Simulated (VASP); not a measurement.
# K3Ba (Fm-3m) in VASP: further runs, part 2 of 2

VASP 6.6.1.

**3. Relaxation of cell and atoms, LDA**

This run uses another cell than the first one, of 72.09 Å³/atom, 1.155 times its volume.

Contents of INCAR:

```
SYSTEM = K3Ba
ALGO     = Normal         ! electronic algorithm
EDIFF    = 1E-6           ! SCF threshold, eV
EDIFFG   = -0.01          ! ionic threshold
ENCUT    = 600            ! plane-wave cutoff, eV
GGA      = CA             ! functional
IBRION   = 2              ! ionic algorithm
ISIF     = 3              ! what is computed and relaxed
ISMEAR   = 1              ! smearing method
LASPH    = .True.         ! aspherical terms in the spheres
LCHARG   = .False.        ! write CHGCAR
LREAL    = .False.        ! projectors in reciprocal space
LWAVE    = .False.        ! write WAVECAR
NELM     = 100            ! most SCF steps
NSW      = 80             ! ionic steps
PREC     = Accurate       ! precision mode
SIGMA    = 0.1            ! smearing width, eV
```

Contents of KPOINTS:

```
k-points
0
Gamma
  3 3 3
  0 0 0
```

Contents of POSCAR:

```
K3Ba
1.0
    0.0000000000      5.2436300000      5.2436300000
    5.2436300000      0.0000000000      5.2436300000
    5.2436300000      5.2436300000      0.0000000000
K Ba
3 1
Direct
    0.2500000000      0.2500000000      0.2500000000
    0.7500000000      0.7500000000      0.7500000000
    0.5000000000      0.5000000000      0.5000000000
    0.0000000000      0.0000000000      0.0000000000
```

Potentials or basis: VASP PAW LDA potentials, release 64 (K_sv, Ba_sv).

Launch:

```bash
> cat potpaw_LDA.64/K_sv/POTCAR potpaw_LDA.64/Ba_sv/POTCAR > POTCAR
> mpirun -np 1 vasp_std > vasp.out
```

OUTCAR:

```text
SYSTEM = K3Ba
   EDIFF = 1E-6
   EDIFFG = -0.01
   ENCUT = 600
   GGA = CA
   IBRION = 2
   ISIF = 3
   ISMEAR = 1
   LASPH = .True.
   LREAL = .False.
   NELM = 100
   NSW = 80
   PREC = Accurate

 ion  position               nearest neighbor table
   1  0.250  0.250  0.250-
   2  0.750  0.750  0.750-
   3  0.500  0.500  0.500-
   4  0.000  0.000  0.000-

  LATTYP: Found a face centered cubic cell.
 ALAT       =    10.4872600000

  Lattice vectors:

 A1 = (   0.0000000000,   5.2436300000,   5.2436300000)
 A2 = (   5.2436300000,   0.0000000000,   5.2436300000)
 A3 = (   5.2436300000,   5.2436300000,   0.0000000000)

Analysis of symmetry for initial positions (statically):
=====================================================================
 Subroutine PRICEL returns:
 Original cell was already a primitive cell.

 Routine SETGRP: Setting up the symmetry group for a
 face centered cubic supercell.

 Subroutine GETGRP returns: Found 48 space group operations
 (whereof 48 operations were pure point group operations)
 out of a pool of 48 trial point group operations.

The static configuration has the point symmetry O_h .

Analysis of symmetry for dynamics (positions and initial velocities):
=====================================================================
 Subroutine PRICEL returns:
 Original cell was already a primitive cell.

 Routine SETGRP: Setting up the symmetry group for a
 face centered cubic supercell.

 Subroutine GETGRP returns: Found 48 space group operations
 (whereof 48 operations were pure point group operations)
 out of a pool of 48 trial point group operations.

The dynamic configuration has the point symmetry O_h .

 Subroutine INISYM returns: Found 48 space group operations
 (whereof 48 operations are pure point group operations),
 and found     1 'primitive' translations

[... 81 lines left out ...]
   IBRION =      2    ionic relax: 0-MD 1-quasi-New 2-CG
   NFREE  =      1    steps in history (QN), initial steepest desc. (CG)
   ISIF   =      3    stress and relaxation
   ISYM   =      2    0-nonsym 1-usesym 2-fastsym
   POTIM  = 0.5000    time-step for ionic-motion
   TEBEG  =    0.0;   TEEND  =   0.0 temperature during run
   PSTRESS=    0.0 pullay stress
   NELECT =      37.0000    total number of electrons
   NUPDOWN=      -1.0000    fix difference up-down
   EMIN   =  10.00;   EMAX   =-10.00  energy-range for DOS
   EFERMI =   0.00;   METHOD = LEGACY
   ISMEAR =     1;   SIGMA  =   0.10  broadening in eV -4-tet -1-fermi 0-gaus
   EFERMI_NEDOS =   21; number of points for ismear=-14 and -15
   IALGO  =     38    algorithm
   IMIX   =      4    mixing-type and parameters
     AMIX     =   0.40;   BMIX     =  1.00
     AMIX_MAG =   1.60;   BMIX_MAG =  1.00
  volume/ion in A,a.u.               =      72.09       486.48
  Fermi-wavevector in a.u.,A,eV,Ry     =   0.825721  1.560387  9.276660  0.681815
  Thomas-Fermi vector in A             =   1.937629
   LORBIT       =      0    0 simple, 1 ext, 2 COOP (PROOUT), +10 PAW based schemes
   GGA     = CA    functional components
   LHFCALC =     F    Hartree Fock is set to
   AEXX    =    0.0000 exact exchange contribution
   IVDW    =     0    specifies the selected vdW correction
   LEPSILON=     F    determine dielectric tensor
   LRPA    =     F    only Hartree local field effects (RPA)
 conjugate gradient relaxation of ions
 non-spin polarized calculation
 Methfessel and Paxton  Order N= 1 SIGMA  =   0.10
  energy-cutoff  :      600.00
  volume of cell :      288.35
 maximum number of plane-waves:      9657
   NGX = 29   NGY = 29   NGZ = 29

--------------------------------------- Ionic step        1  -------------------------------------------

 number of electron      36.9999998 magnetization

 Free energy of the ion-electron system (eV)
  ---------------------------------------------------
  ext. energy  EPLUGINS =         0.00000000
  ---------------------------------------------------
  free energy    TOTEN  =        -5.19312614 eV

  energy without entropy =       -5.18737252  energy(sigma->0) =       -5.19120827

------------------------ aborting loop because EDIFF is reached ----------------------------------------

  FORCE on cell =-STRESS in cart. coord.  units (eV):
  Direction    XX          YY          ZZ          XY          YZ          ZX
  --------------------------------------------------------------------------------------
  -------------------------------------------------------------------------------------
  Total       -1.2315522     -1.2315522     -1.2315522      0.0000000     -0.0000000      0.0000000
  in kB       -6.8428544     -6.8428544     -6.8428544      0.0000000     -0.0000000      0.0000000
  external PRESSURE =      -6.8428544 kB  Pullay stress =       0.0000000 kB
[... 101 lines left out ...]
--------------------------------------- Ionic step        4  -------------------------------------------

 number of electron      37.0000000 magnetization

 Free energy of the ion-electron system (eV)
  ---------------------------------------------------
  ext. energy  EPLUGINS =         0.00000000
  ---------------------------------------------------
  free energy    TOTEN  =        -5.28872292 eV

  energy without entropy =       -5.28268870  energy(sigma->0) =       -5.28671151

 E-fermi :   0.3668     XC(G=0):  -6.7019

 val. band max:        0.2973927749   @ k =   0.3333   0.3333   0.0000
 cond. band min:       0.3712828766   @ k =   0.3333   0.3333   0.0000
 fundamental gap:      0.0738901018
 Fermi energy:         0.3667559949

 k-point     1 :       0.0000    0.0000    0.0000
  band No.  band energies     occupation
      1     -30.9535      2.00000
      2     -30.9213      2.00000
      3     -30.9206      2.00000
      4     -29.2767      2.00000
      5     -14.7033      2.00000
      6     -14.7033      2.00000
[... 120 lines left out ...]
  FREE ENERGIE OF THE ION-ELECTRON SYSTEM (eV)
  ---------------------------------------------------
  free  energy   TOTEN  =        -5.2887229228 eV

  energy  without entropy=       -5.2826886961  energy(sigma->0) =       -5.28671151

 reached required accuracy - stopping structural energy minimisation
```

OSZICAR:

```text
N       E                     dE             d eps       ncg     rms          rms(c)
DAV:   1     0.329620943801E+03    0.32962E+03   -0.15993E+04   176   0.149E+03
DAV:   2     0.228732495707E+02   -0.30675E+03   -0.30461E+03   240   0.395E+02
DAV:   3    -0.383882081913E+01   -0.26712E+02   -0.26690E+02   288   0.888E+01
[... 37 lines left out ...]
DAV:   4    -0.528808514437E+01   -0.25093E-02   -0.16636E-02   232   0.623E-01    0.185E-01
DAV:   5    -0.528841589086E+01   -0.33075E-03   -0.68154E-03   276   0.475E-01    0.129E-01
DAV:   6    -0.528869578253E+01   -0.27989E-03   -0.51634E-04   268   0.805E-02    0.475E-02
DAV:   7    -0.528872242763E+01   -0.26645E-04   -0.45738E-05   276   0.373E-02    0.442E-03
DAV:   8    -0.528872292277E+01   -0.49514E-06   -0.10369E-06   148   0.767E-03
   4 F= -.52887229E+01 E0= -.52867115E+01  d E =-.955968E-01
```

It took 2.1 min on 1 thread of Intel Xeon Platinum 8559C (Emerald Rapids), shared host; peak memory 0.39 GiB.

What came out:

| Property | Result |
| --- | --- |
| Free energy | -5.2887 eV |
| Relaxed volume | 61.94 Å³/atom |
| Relaxed cell | a = 7.050 Å, b = 7.050 Å, c = 7.050 Å, α = 60.00°, β = 60.00°, γ = 60.00° |
| Space group after relaxing (to 0.05 Å) | Fm-3m (No. 225) |
| Energy gained by relaxing | 23.9 meV/atom |
| Ionic steps | 4 |
| Pressure after relaxing | 0.0 GPa |

The path:
```
step  energy change (eV)  largest force (eV/Å)  pressure (GPa)  volume (Å³)
   1              0.0000                0.0000           -0.68       288.35
   2             -0.0478                0.0000           -0.52       275.69
   3             -0.0930                0.0000           -0.14       254.49
   4             -0.0956                0.0000            0.02       247.76
```

Final structure:
```
K Ba
1.0
     0.00000    4.98502    4.98502
     4.98502    0.00000    4.98502
     4.98502    4.98502    0.00000
K Ba
3 1
Direct
  0.25000 0.25000 0.25000
  0.75000 0.75000 0.75000
  0.50000 0.50000 0.50000
  0.00000 0.00000 0.00000
```

Levels at points of the mesh, in eV from the Fermi level:
```csv
k point,band 16,band 17,band 18,band 19,band 20,band 21
"(0.00, 0.00, 0.00)",-14.79,-2.48,0.54,0.54,0.54,0.59
```

Caveat: spin-orbit coupling is left out, which moves the levels of the heavy elements.
